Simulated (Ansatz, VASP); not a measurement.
One calculation of Ga4SbN3, two programs

INCAR

```
SYSTEM = Ga4SbN3
ALGO = Normal
EDIFF = 1E-6
ENCUT = 600
GGA = PE
GGA_COMPAT = .False.
ISIF = 2
ISMEAR = -1
LASPH = .True.
LCHARG = .False.
LREAL = .False.
LWAVE = .False.
NBANDS = 46
NELM = 120
PREC = Accurate
SIGMA = 0.02
```

KPOINTS

```
k-points
0
Gamma
  8 4 6
  0 0 0
```

File POSCAR:

```
Ga4SbN3
1.0
    3.1926489756      0.0000000000      0.0000000000
    0.0000000000      7.5628444975      0.0000000000
    0.0000000000      0.0000000000      4.8292886814
N Ga Sb
3 4 1
Direct
    0.0000000000      0.2020023963      0.0141098514
    0.5000000000      0.0000000000      0.5136913440
    0.0000000000      0.7979976037      0.0141098514
    0.5000000000      0.1895275776      0.7891424193
    0.0000000000      0.0000000000      0.2757381200
    0.5000000000      0.8104724224      0.7891424193
    0.0000000000      0.5000000000      0.0692195256
    0.5000000000      0.5000000000      0.5348464690
```

Input for Ansatz:

```yaml
crystal:
  lattice:
    - [3.1926489756, 0.0, 0.0]
    - [0.0, 7.5628444975, 0.0]
    - [0.0, 0.0, 4.8292886814]
  atoms:
    - { symbol: "N", position: [0.0, 0.2020023963, 0.0141098514] }
    - { symbol: Ga, position: [0.5, 0.1895275776, 0.7891424193] }
    - { symbol: "N", position: [0.5, 0.0, 0.513691344] }
    - { symbol: Ga, position: [0.0, 0.0, 0.27573812] }
    - { symbol: "N", position: [0.0, 0.7979976037, 0.0141098514] }
    - { symbol: Ga, position: [0.5, 0.8104724224, 0.7891424193] }
    - { symbol: Sb, position: [0.5, 0.5, 0.534846469] }
    - { symbol: Ga, position: [0.0, 0.5, 0.0692195256] }
kpoints:
  mp_grid: { grid: [8, 4, 6] }
  band_path:
    path:
      - [[0.0, 0.0, 0.0], [0.5, -3.910316850883e-34, -5.842729998869e-18], [0.5, 0.5, -5.842729998869e-18], [-1.281030948043e-51, 0.5, -2.644127693304e-34], [0.0, 0.0, 0.0], [-9.814046345743e-35, 3.819384330179e-50, 0.5], [0.5, -3.910316850883e-34, 0.5], [0.5, 0.5, 0.5], [-9.814046345743e-35, 0.5, 0.5], [-9.814046345743e-35, 3.819384330179e-50, 0.5]]
      - [[0.5, -3.910316850883e-34, -5.842729998869e-18], [0.5, -3.910316850883e-34, 0.5]]
      - [[-1.281030948043e-51, 0.5, -2.644127693304e-34], [-9.814046345743e-35, 0.5, 0.5]]
      - [[0.5, 0.5, -5.842729998869e-18], [0.5, 0.5, 0.5]]
    npoints: 10
hamiltonian:
  xc: pbe
scf:
  occupations: { method: fermi_dirac, width: 0.02 }
  n_extra_bands: 6
output:
  forces: true
  stress: true
  eigenvalues: true
  write_density: true
  write_potential: true
  elf: true
  volumetric_format: npy
```

Alike in both runs: task single point; functional PBE; k mesh 8 × 4 × 6; occupations fermi-dirac, width 0.02 eV; no spin polarisation.

|  | VASP | Ansatz |
| --- | --- | --- |
| version | VASP 6.6.1 | Ansatz 0.2.0 |
| potentials or method | VASP PAW PBE potentials, release 64 (N, Ga_d, Sb) | plane waves, PAW |
| plane-wave cutoff (eV) | 600 | 420 |
| valence electrons in the cell | 72 | 82 |

|  | VASP | Ansatz | Ansatz less VASP |
| --- | --- | --- | --- |
| pressure (GPa) | 4.4 | 4.4 | -0.02 |
| rms of the force components (eV/Å) | 0.057 | 0.058 | +0.0008 |

With one functional, cell and mesh, what is left measures potentials, basis and numerics. VASP's potentials hold 72 valence electrons a cell and Ansatz's 82, so a difference there can come from the potentials and not from the codes.

Neither program's run includes spin-orbit coupling.
